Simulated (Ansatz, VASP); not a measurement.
## KI: VASP beside Ansatz

```
K I
1.0
     4.17975    0.00000    0.00000
     0.00000    4.17975    0.00000
     0.00000    0.00000    4.17975
K I
1 1
Direct
  0.00000 0.00000 0.00000
  0.50000 0.50000 0.50000
```

Alike in both runs: task single point; functional r2SCAN; k mesh 6 × 6 × 6; occupations gaussian, width 0.02 eV; no spin polarisation.

|  | VASP | Ansatz |
| --- | --- | --- |
| version | VASP 6.6.1 | Ansatz 0.2.0 |
| potentials or method | VASP PAW PBE potentials, release 64 (K_sv, I), cutoff 520 eV | scalar-relativistic, plane waves, PAW |
| valence electrons in the cell | 16 | 26 |

Ansatz gave:

| Quantity | Value |
| --- | --- |
| gap on the k mesh at the Fermi level (eV) | 4.29 |
| least direct gap on the mesh (eV) | 4.36 |
| pressure (GPa) | 1.4 |

Task: Which values does VASP return?

Result: gap on the k mesh at the Fermi level (eV): 4.28; least direct gap on the mesh (eV): 4.35; pressure (GPa): 1.4.

VASP's potentials were made for PBE, not for r2SCAN. VASP's potentials hold 16 valence electrons a cell and Ansatz's 26, so a difference there can come from the potentials and not from the codes.

Neither program's run includes spin-orbit coupling.
